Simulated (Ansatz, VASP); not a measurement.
One calculation of Ag, two programs

```
CELL_PARAMETERS angstrom
1.47305 0.85046 7.20465
-1.47305 0.85046 7.20465
0.00000 -1.70093 7.20465
ATOMIC_POSITIONS crystal
Ag 0.00000 0.00000 0.00000
Ag 0.77772 0.77772 0.77772
Ag 0.22228 0.22228 0.22228
```

Alike in both runs: task single point; functional PBEsol; k mesh 6 × 6 × 6; occupations gaussian, width 0.1 eV; no spin polarisation.

|  | VASP | Ansatz |
| --- | --- | --- |
| version | VASP 6.6.1 | Ansatz 0.2.0 |
| potentials or method | VASP PAW PBE potentials, release 64 (Ag), cutoff 500 eV | scalar-relativistic, plane waves, PAW |
| valence electrons in the cell | 33 | 57 |

```csv
,VASP,Ansatz,Ansatz less VASP
gap on the k mesh at the Fermi level (eV),none,none,-
pressure (GPa),-6.8,-6.7,+0.08
"traceless stress, the component that is largest in VASP (GPa)",-0.63,-0.64,-0.008
```

VASP's potentials were made for PBE, not for PBEsol. A gap of «none» marks a metal or a gap that the smearing closes. VASP's potentials hold 33 valence electrons a cell and Ansatz's 57, so a difference there can come from the potentials and not from the codes.

The k mesh is coarse, so the values compare programs but aren't converged.
